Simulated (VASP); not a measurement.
**Ti3Si: single point with PBEsol**

Crystal: Ti3Si.

```
CELL_PARAMETERS angstrom
5.58381 0.00000 0.00000
-2.79190 4.83572 0.00000
0.00000 0.00000 4.47321
ATOMIC_POSITIONS crystal
Ti 0.34318 0.17159 0.80030
Ti 0.82841 0.17159 0.80030
Ti 0.82841 0.65682 0.80030
Ti 0.65682 0.82841 0.30030
Ti 0.17159 0.82841 0.30030
Ti 0.17159 0.34318 0.30030
Si 0.33333 0.66667 0.75000
Si 0.66667 0.33333 0.25000
```

This cell differs from its parent crystal: all Ti atoms moved +0.225 Å, as atom 1 along Cartesian [0 0 1].

```
Program                : VASP 6.6.1
Task                   : single point
Functional             : PBEsol
Potentials or basis    : VASP PAW PBE potentials, release 64 (Ti_sv, Si)
Cutoff                 : 520 eV
k mesh                 : 12 × 12 × 10
Occupations            : gaussian, width 0.15 eV
Spin                   : no spin polarisation
Dipole correction      : no
Further INCAR settings : ALGO = Fast; EDIFF = 1e-06; NBANDS = 50
```

The pressure is 1.6 GPa, the largest force is 1.963 eV/Å and the band gap on the k mesh is zero (band 40 reaches 9.82 eV, above the bottom of band 41 at 9.46 eV).

Forces on the atoms (eV/Å):
```
Ti  -0.194 -0.112 -0.654
Ti   0.194 -0.112 -0.654
Ti   0.000  0.224 -0.654
Ti   0.194  0.112 -0.654
Ti  -0.194  0.112 -0.654
Ti   0.000 -0.224 -0.654
Si   0.000  0.000  1.963
Si   0.000  0.000  1.963
```

Stress tensor (GPa, compression positive):
```
0.57 0.00 0.00
0.00 0.57 0.00
0.00 0.00 3.65
```

Levels at points of the mesh, in eV from the Fermi level:
```
           k point  band 38  band 39  band 40  band 41  band 42  band 43
(0.00, 0.00, 0.00)    -1.42    -0.60    -0.21     0.50     0.54     0.54
(0.50, 0.00, 0.00)    -0.73    -0.70     0.01     0.30     0.46     0.56
(0.00, 0.00, 0.50)    -1.12    -0.56    -0.56    -0.01    -0.01    -0.01
(0.50, 0.00, 0.50)    -0.51    -0.30    -0.30     0.01     0.01     0.53
```

It took 20 min on 1 thread of Intel(R) Xeon(R) 6975P-C (Granite Rapids), on a shared host, peak memory 0.59 GiB.

Caveat: the cell differs from its parent crystal (all Ti atoms moved +0.225 Å, as atom 1 along Cartesian [0 0 1]); the PAW data sets were made with another functional, which shifts forces and pressure a little.
